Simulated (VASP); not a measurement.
# AlFe (Pm-3m) in VASP: notebook

Aim: see how the results for AlFe move with the level of theory and the settings. Levels: PBE-based screened hybrid with 25 % exact exchange, PBE, LDA. Tasks: single point.

Everything below comes from runs of VASP 6.6.1. Logs are shortened: lines on timing, memory, paths and dates and some standing lists are left out, and cuts for length are marked.

## (1) The cell of the first run

Symmetry: Pm-3m, No. 221, cubic system. Conventional cell: a = 2.844 Å, b = 2.844 Å, c = 2.844 Å, α = 90.00°, β = 90.00°, γ = 90.00°. Within 3.3 Å of Fe (site symmetry m-3m) lie 8 Al at 2.46 Å and 6 Fe at 2.84 Å. Al (site symmetry m-3m) has 8 Fe at 2.46 Å and 6 Al at 2.84 Å within 3.3 Å.

## (2) Single point, PBE-based screened hybrid with 25 % exact exchange, collinear spin, ferromagnetic start

The input, POSCAR:

```
AlFe
1.0
    2.8440818824      0.0000000000      0.0000000000
    0.0000000000      2.8440818824      0.0000000000
    0.0000000000      0.0000000000      2.8440818824
Fe Al
1 1
Direct
    0.5000000000      0.5000000000      0.5000000000
    0.0000000000      0.0000000000      0.0000000000
```

The input, INCAR.step1:

```
PREC = Accurate ; ENCUT = 520
EDIFF = 1E-5 ; ISMEAR = -1
SIGMA = 0.05 ; LREAL = False
LASPH = True ; NELM = 150
ALGO = Normal ; ISIF = 2
LWAVE = True ; LCHARG = False
ISPIN = 2 ; MAGMOM = 3 0
LORBIT = 11 ; LMAXMIX = 4
NBANDS = 16 ; GGA = PE
```

The input, INCAR.step2:

```
PREC = Accurate ; ENCUT = 520
EDIFF = 1E-6 ; ISMEAR = -1
SIGMA = 0.05 ; LREAL = False
LASPH = True ; NELM = 150
ALGO = Normal ; ISIF = 2
LWAVE = False ; LCHARG = False
ISPIN = 2 ; MAGMOM = 3 0
LORBIT = 11 ; LMAXMIX = 4
GGA = PE ; LHFCALC = True
AEXX = 0.25 ; HFSCREEN = 0.3
PRECFOCK = Normal ; NBANDS = 16
ISTART = 1
```

The input, KPOINTS:

```
regular mesh
0
Gamma
  5 5 5
```

Potentials or basis: VASP PAW PBE potentials, release 64 (Fe, Al).

Run with:

```sh
$ cat potpaw_PBE.64/Fe/POTCAR potpaw_PBE.64/Al/POTCAR > POTCAR
$ cp INCAR.step1 INCAR
$ mpirun -np 1 vasp_std > vasp.out
$ cp INCAR.step2 INCAR
$ mpirun -np 1 vasp_std > vasp.out
```

OUTCAR:

```text
PREC = Accurate
   ENCUT = 520
   EDIFF = 1E-6
   ISMEAR = -1
   LREAL = False
   LASPH = True
   NELM = 150
   ISIF = 2
   ISPIN = 2
   LORBIT = 11
   GGA = PE
   LHFCALC = True
   AEXX = 0.25
   HFSCREEN = 0.3
   PRECFOCK = Normal
   ISTART = 1

 ion  position               nearest neighbor table
   1  0.500  0.500  0.500-   2 2.46   2 2.46   2 2.46   2 2.46   2 2.46   2 2.46   2 2.46   2 2.46

   2  0.000  0.000  0.000-   1 2.46   1 2.46   1 2.46   1 2.46   1 2.46   1 2.46   1 2.46   1 2.46

  LATTYP: Found a simple cubic cell.
 ALAT       =     2.8440818824

  Lattice vectors:

 A1 = (   2.8440818824,   0.0000000000,   0.0000000000)
 A2 = (   0.0000000000,   2.8440818824,   0.0000000000)
 A3 = (   0.0000000000,   0.0000000000,   2.8440818824)

Analysis of symmetry for initial positions (statically):
=====================================================================
 Subroutine PRICEL returns:
 Original cell was already a primitive cell.

 Routine SETGRP: Setting up the symmetry group for a
 simple cubic supercell.

 Subroutine GETGRP returns: Found 48 space group operations
 (whereof 48 operations were pure point group operations)
 out of a pool of 48 trial point group operations.

The static configuration has the point symmetry O_h .

Analysis of symmetry for dynamics (positions and initial velocities):
=====================================================================
 Subroutine PRICEL returns:
 Original cell was already a primitive cell.

 Routine SETGRP: Setting up the symmetry group for a
 simple cubic supercell.

 Subroutine GETGRP returns: Found 48 space group operations
 (whereof 48 operations were pure point group operations)
 out of a pool of 48 trial point group operations.

The dynamic configuration has the point symmetry O_h .

Analysis of structural, dynamic, and magnetic symmetry:
=====================================================================
 Subroutine PRICEL returns:
 Original cell was already a primitive cell.

 Routine SETGRP: Setting up the symmetry group for a
 simple cubic supercell.

 Subroutine GETGRP returns: Found 48 space group operations
 (whereof 48 operations were pure point group operations)
 out of a pool of 48 trial point group operations.

The overall configuration has the point symmetry O_h .

 Subroutine INISYM returns: Found 48 space group operations
 (whereof 48 operations are pure point group operations),
 and found     1 'primitive' translations

----------------------------------------------------------------------------------------

                                     Primitive cell

  volume of cell :      23.0052

  direct lattice vectors                    reciprocal lattice vectors
     2.844081882  0.000000000  0.000000000     0.351607317  0.000000000  0.000000000
     0.000000000  2.844081882  0.000000000     0.000000000  0.351607317  0.000000000
     0.000000000  0.000000000  2.844081882     0.000000000  0.000000000  0.351607317

  length of vectors
     2.844081882  2.844081882  2.844081882     0.351607317  0.351607317  0.351607317

  position of ions in fractional coordinates (direct lattice)
     0.500000000  0.500000000  0.500000000
     0.000000000  0.000000000  0.000000000

  ion indices of the primitive-cell ions
   primitive index   ion index
                 1           1
                 2           2

----------------------------------------------------------------------------------------

 KPOINTS: regular mesh

Automatic generation of k-mesh.
 Grid dimensions read from file:
 generate k-points for:    5    5    5

 Generating k-lattice:

  Cartesian coordinates                     Fractional coordinates (reciprocal lattice)
     0.070321463  0.000000000  0.000000000     0.200000000  0.000000000  0.000000000
     0.000000000  0.070321463  0.000000000     0.000000000  0.200000000  0.000000000
     0.000000000  0.000000000  0.070321463     0.000000000  0.000000000  0.200000000

  Length of vectors
     0.070321463  0.070321463  0.070321463

  Shift w.r.t. Gamma in fractional coordinates (k-lattice)
     0.000000000  0.000000000  0.000000000

 Subroutine IBZKPT returns following result:
 ===========================================

 Found     10 irreducible k-points:

 Following reciprocal coordinates:
            Coordinates               Weight
  0.000000  0.000000  0.000000      1.000000
  0.200000  0.000000  0.000000      6.000000
  0.400000  0.000000  0.000000      6.000000
  0.200000  0.200000  0.000000     12.000000
  0.400000  0.200000  0.000000     24.000000
  0.400000  0.400000  0.000000     12.000000
  0.200000  0.200000  0.200000      8.000000
  0.400000  0.200000  0.200000     24.000000
  0.400000  0.400000  0.200000     24.000000
  0.400000  0.400000  0.400000      8.000000
   k-points           NKPTS =     10   k-points in BZ     NKDIM =    125   number of bands    NBANDS=     16
   number of dos      NEDOS =    301   number of ions     NIONS =      2
   total plane-waves  NPLWV =  13824
   dimension x,y,z NGX =    24 NGY =   24 NGZ =   24
   dimension x,y,z NGXF=    48 NGYF=   48 NGZF=   48
   ions per type =               1   1
   NGX,Y,Z   is equivalent  to a cutoff of  14.03, 14.03, 14.03 a.u.
   NGXF,Y,Z  is equivalent  to a cutoff of  28.06, 28.06, 28.06 a.u.
 SYSTEM =  unknown system
   PREC   = accura    normal or accurate (medium, high low for compatibility)
   ISTART =      1    job   : 0-new  1-cont  2-samecut
   ICHARG =      0    charge: 1-file 2-atom 10-const
   ISPIN  =      2    spin polarized calculation?
   LNONCOLLINEAR =      F non collinear calculations
   LSORBIT =      F    spin-orbit coupling
   LASPH  =      T    aspherical Exc in radial PAW
   ENCUT  =  520.0 eV  38.22 Ry    6.18 a.u.   5.29  5.29  5.29*2*pi/ulx,y,z
   NELM   =    150;   NELMIN=  2; NELMDL=  0     # of ELM steps
   EDIFF  = 0.1E-05   stopping-criterion for ELM
   LREAL  =      F    real-space projection
   EDIFFG = 0.1E-04   stopping-criterion for IOM
   NSW    =      0    number of steps for IOM
   IBRION =     -1    ionic relax: 0-MD 1-quasi-New 2-CG
   NFREE  =      0    steps in history (QN), initial steepest desc. (CG)
   ISIF   =      2    stress and relaxation
   ISYM   =      3    0-nonsym 1-usesym 2-fastsym
   POTIM  = 0.5000    time-step for ionic-motion
   TEBEG  =    0.0;   TEEND  =   0.0 temperature during run
   PSTRESS=    0.0 pullay stress
   NELECT =      11.0000    total number of electrons
   NUPDOWN=      -1.0000    fix difference up-down
   EMIN   =  10.00;   EMAX   =-10.00  energy-range for DOS
   EFERMI =   0.00;   METHOD = LEGACY
   ISMEAR =    -1;   SIGMA  =   0.05  broadening in eV -4-tet -1-fermi 0-gaus
   EFERMI_NEDOS =   21; number of points for ismear=-14 and -15
   IALGO  =     38    algorithm
   IMIX   =      1    mixing-type and parameters
     AMIX     =   0.40;   BMIX     =  1.00
     AMIX_MAG =   1.60;   BMIX_MAG =  1.00
  volume/ion in A,a.u.               =      11.50        77.62
  Fermi-wavevector in a.u.,A,eV,Ry     =   1.280158  2.419148 22.297295  1.638805
  Thomas-Fermi vector in A             =   2.412602
   LORBIT       =     11    0 simple, 1 ext, 2 COOP (PROOUT), +10 PAW based schemes
   GGA     = PE    functional components
   LHFCALC =     T    Hartree Fock is set to
   PRECFOCK=normal    Normal, Fast or Accurate (Low or Medium for compatibility)
   ENCUT4O =  -1.0   cutoff for four orbital integrals eV
   NKREDX  =     1    reduce k-point grid by
   NKREDY  =     1    reduce k-point grid by
   NKREDZ  =     1    reduce k-point grid by
   AEXX    =    0.2500 exact exchange contribution
   HFSCREEN=    0.3000 screening length (either q_TF or 0.3 A-1)
   HFSCREENC=   0.3000 screening length for correlation (either q_TF or 0.3 A-1)
   ENCUTFOCK=  -1.0 apply spherical cutoff to Coloumb kernel
   IVDW    =     0    specifies the selected vdW correction
   LEPSILON=     F    determine dielectric tensor
   LRPA    =     F    only Hartree local field effects (RPA)
 spin polarized calculation
  energy-cutoff  :      520.00
  volume of cell :       23.01
 maximum number of plane-waves:       628
 NGX is ok and might be reduce to    24
  NGX = 16; NGY = 16; NGZ = 16

 number of electron      11.0000003 magnetization       0.8741283

 Free energy of the ion-electron system (eV)
  ---------------------------------------------------
  ext. energy  EPLUGINS =         0.00000000
  ---------------------------------------------------
  free energy    TOTEN  =       -14.62411521 eV

  energy without entropy =      -14.61420313  energy(sigma->0) =      -14.61915917

 E-fermi :   8.3651     XC(G=0): -10.1921

 val. band max:        8.1796296842   @ k =   0.4000   0.2000   0.2000
 cond. band min:       8.3989706947   @ k =   0.2000   0.2000   0.0000
 fundamental gap:      0.2193410105
 Fermi energy:         8.3650899317

 spin component 1

 k-point     1 :       0.0000    0.0000    0.0000
  band No.  band energies     occupation
      1      -3.4789      1.00000
      2       4.7498      1.00000
      3       4.7498      1.00000
      4       6.5191      1.00000
      5       6.5191      1.00000
      6       6.5191      1.00000
[... 166 lines left out ...]
      2       3.5509      1.00000
      3       3.5509      1.00000
      4       7.6762      1.00000
      5       7.6762      1.00000
      6       8.5686      0.01680
[... 8 lines left out ...]
     15      35.7125      0.00000
     16      39.7819      0.00000
 Fermi energy:         8.3650899317

 spin component 2

 k-point     1 :       0.0000    0.0000    0.0000
  band No.  band energies     occupation
      1      -3.6899      1.00000
      2       6.0772      1.00000
      3       6.0772      1.00000
      4       8.7350      0.00061
      5       8.7350      0.00061
      6       8.7350      0.00061
[... 167 lines left out ...]
      3       4.5344      1.00000
      4       9.2291      0.00000
      5       9.4400      0.00000
      6       9.4400      0.00000
[... 8 lines left out ...]
     15      35.4490      0.00000
     16      39.7097      0.00000

------------------------ aborting loop because EDIFF is reached ----------------------------------------

  FORCE on cell =-STRESS in cart. coord.  units (eV):
  Direction    XX          YY          ZZ          XY          YZ          ZX
  --------------------------------------------------------------------------------------
  -------------------------------------------------------------------------------------
  Total        0.0473449      0.0473449      0.0473449      0.0000000      0.0000000      0.0000000
  in kB        3.2972908      3.2972908      3.2972908      0.0000000      0.0000000      0.0000000
  external PRESSURE =       3.2972908 kB  Pullay stress =       0.0000000 kB

 VOLUME and BASIS-vectors are now :
 -----------------------------------------------------------------------------
  energy-cutoff  :      520.00
  volume of cell :       23.01
      direct lattice vectors                 reciprocal lattice vectors
     2.844081882  0.000000000  0.000000000     0.351607317  0.000000000  0.000000000
     0.000000000  2.844081882  0.000000000     0.000000000  0.351607317  0.000000000
     0.000000000  0.000000000  2.844081882     0.000000000  0.000000000  0.351607317

 POSITION                                       TOTAL-FORCE (eV/Angst)
 -----------------------------------------------------------------------------------
      1.42204      1.42204      1.42204         0.000000      0.000000      0.000000
      0.00000      0.00000      0.00000         0.000000      0.000000      0.000000
 -----------------------------------------------------------------------------------
    total drift:                               -0.000169     -0.000033     -0.000006

  FREE ENERGIE OF THE ION-ELECTRON SYSTEM (eV)
  ---------------------------------------------------
  free  energy   TOTEN  =       -14.6241152129 eV

  energy  without entropy=      -14.6142031326  energy(sigma->0) =      -14.61915917

 total charge

# of ion       s       p       d       tot
------------------------------------------
    1        0.442   0.530   6.587   7.559
    2        0.459   0.462   0.000   0.921
--------------------------------------------------
tot          0.901   0.992   6.587   8.480

 magnetization (x)

# of ion       s       p       d       tot
------------------------------------------
    1       -0.013   0.005   1.049   1.041
    2       -0.020  -0.051   0.000  -0.071
--------------------------------------------------
tot         -0.033  -0.046   1.049   0.970
```

It took 5.9 min on 1 thread of Intel Xeon Platinum 8488C (Sapphire Rapids), shared host; peak memory 0.26 GiB.

What came out:

- Free energy: -14.6241 eV
- Pressure: 0.3 GPa
- Net moment: 0.87 μB per cell
- Site moments: Fe +1.04; Al -0.07 μB
- Valence electrons inside the program's atomic spheres: Fe 7.56; Al 0.92

Levels at points of the mesh, in eV from the Fermi level:
Spin up:
| k point | band 2 | band 3 | band 4 | band 5 | band 6 | band 7 | band 8 | band 9 | band 10 | band 11 |
| --- | --- | --- | --- | --- | --- | --- | --- | --- | --- | --- |
| (0.00, 0.00, 0.00) | -3.62 | -3.62 | -1.85 | -1.85 | -1.85 | 7.12 | 7.12 | 7.12 | 10.31 | 10.31 |
Spin down:
| k point | band 1 | band 2 | band 3 | band 4 | band 5 | band 6 | band 7 | band 8 | band 9 | band 10 |
| --- | --- | --- | --- | --- | --- | --- | --- | --- | --- | --- |
| (0.00, 0.00, 0.00) | -12.05 | -2.29 | -2.29 | 0.37 | 0.37 | 0.37 | 6.92 | 6.92 | 6.92 | 10.62 |

Caveat: the k points lie up to 0.44 Å⁻¹ apart; the PAW data sets were made with another functional, which shifts forces and pressure a little.

## (3) Single point, PBE, collinear spin, ferromagnetic start

This run uses another cell than the first one, of 12.32 Å³/atom.

The input, INCAR:

```
  PREC = Accurate
  ENCUT = 600
  EDIFF = 1E-6
  ISMEAR = -1
  SIGMA = 0.05
  LREAL = False
  LASPH = True
  NELM = 200
  ALGO = Normal
  ISIF = 2
  LWAVE = False
  LCHARG = False
  ISPIN = 2
  MAGMOM = 6 0
  LORBIT = 11
  NUPDOWN = 6.0
  LMAXMIX = 4
  GGA = PE
  NBANDS = 20
  GGA_COMPAT = False
```

The input, KPOINTS:

```
regular mesh
0
Gamma
  8 8 8
```

The input, POSCAR:

```
AlFe
1.0
    2.9100000000      0.0000000000      0.0000000000
    0.0000000000      2.9100000000      0.0000000000
    0.0000000000      0.0000000000      2.9100000000
Fe Al
1 1
Direct
    0.5000000000      0.5000000000      0.5000000000
    0.0000000000      0.0000000000      0.0000000000
```

Potentials or basis: VASP PAW PBE potentials, release 64 (Fe_sv, Al).

Run with:

```sh
$ cat potpaw_PBE.64/Fe_sv/POTCAR potpaw_PBE.64/Al/POTCAR > POTCAR
$ mpirun -np 1 vasp_std > vasp.out
```

Run time: 24 s. Hardware: 1 thread of Intel Xeon Platinum 8259CL at 2.50GHz (Skylake/Cascade Lake), shared host; peak memory 0.16 GiB.

Results (log left out):

```
Free energy                                           : -4.7111 eV
Pressure                                              : 79.0 GPa
Net moment                                            : 6.00 μB per cell
Site moments                                          : Fe +3.89; Al +0.33 μB
Valence electrons inside the program's atomic spheres : Fe 13.55; Al 0.94
```

Caveat: the cell stands under pressure; the total moment is fixed, so each spin has its own Fermi level.

## (4) Single point, LDA, collinear spin, ferromagnetic start

This run uses another cell than the first one, of 11.13 Å³/atom.

The input, INCAR:

```
SYSTEM = AlFe
PREC     = Accurate       ! precision mode
ENCUT    = 520            ! plane-wave cutoff, eV
EDIFF    = 1E-6           ! SCF threshold, eV
ISMEAR   = -1             ! smearing method
SIGMA    = 0.05           ! smearing width, eV
LREAL    = .False.        ! projectors in reciprocal space
LASPH    = .True.         ! aspherical terms in the spheres
NELM     = 150            ! most SCF steps
ALGO     = Normal         ! electronic algorithm
ISIF     = 2              ! what is computed and relaxed
LWAVE    = .False.        ! write WAVECAR
LCHARG   = .False.        ! write CHGCAR
ISPIN    = 2              ! spin polarisation
MAGMOM   = 3 0            ! initial moments
LORBIT   = 11             ! projections on sites
LMAXMIX  = 4              ! l up to which the mixer works
GGA      = CA             ! functional
NBANDS   = 16             ! bands
```

The input, KPOINTS:

```
Automatic mesh
0
Gamma
  9 9 9
  0 0 0
```

The input, POSCAR:

```
AlFe
1.0
    2.8132367450      0.0000000000      0.0000000000
    0.0000000000      2.8132367450      0.0000000000
    0.0000000000      0.0000000000      2.8132367450
Fe Al
1 1
Direct
    0.5000000000      0.5000000000      0.5000000000
    0.0000000000      0.0000000000      0.0000000000
```

Potentials or basis: VASP PAW LDA potentials, release 64 (Fe, Al).

Run with:

```sh
$ cat potpaw_LDA.64/Fe/POTCAR potpaw_LDA.64/Al/POTCAR > POTCAR
$ mpirun -np 1 vasp_std > vasp.out
```

Wall time 38 s (1 thread of Intel Xeon 8259CL, shared host); peak memory 0.14 GiB.

Results (log left out):

| Item | Value |
| --- | --- |
| Free energy | -14.3376 eV |
| Pressure | 0.2 GPa |
| Net moment | 0.36 μB per cell |
| Site moments | Fe +0.38; Al -0.01 μB |
| Valence electrons inside the program's atomic spheres | Fe 7.58; Al 0.89 |

Levels at points of the mesh, in eV from the Fermi level:
Spin up:
| k point | band 4 | band 5 | band 6 | band 7 | band 8 | band 9 |
| --- | --- | --- | --- | --- | --- | --- |
| (0.00, 0.00, 0.00) | -0.02 | -0.02 | -0.02 | 6.84 | 6.84 | 6.84 |
Spin down:
| k point | band 1 | band 2 | band 3 | band 4 | band 5 | band 6 | band 7 | band 8 | band 9 | band 10 |
| --- | --- | --- | --- | --- | --- | --- | --- | --- | --- | --- |
| (0.00, 0.00, 0.00) | -10.59 | -2.38 | -2.38 | 0.37 | 0.37 | 0.37 | 6.86 | 6.86 | 6.86 | 9.92 |

(Part 1 of 2 ends here.)
